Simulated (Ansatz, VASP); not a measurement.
One calculation of Cu, two programs

```
Cu
1.0
     0.00000    1.80750    1.78943
     1.80750    0.00000    1.78943
     1.80750    1.80750    0.00000
Cu
1
Direct
  0.00000 0.00000 0.00000
```

Change from the starting cell: zz strain of -1 %.

Alike in both runs: task single point; functional PBE; k mesh 19 × 19 × 19; occupations fermi-dirac, width 0.08 eV; no spin polarisation.

|  | VASP | Ansatz |
| --- | --- | --- |
| version | VASP 6.6.1 | Ansatz 0.2.0 |
| potentials or method | VASP PAW PBE potentials, release 64 (Cu), cutoff 520 eV | all-electron LAPW, scalar-relativistic |

Ansatz gave:

| Property | Result |
| --- | --- |
| pressure (GPa) | 3.2 |
| traceless stress, the component that is largest in VASP (GPa) | 0.29 |

Problem. Which values does VASP return?

Solution. Pressure (GPa): 3.8; traceless stress, the component that is largest in VASP (GPa): 0.28.

Ansatz ran all-electron here, and VASP with PAW potentials.
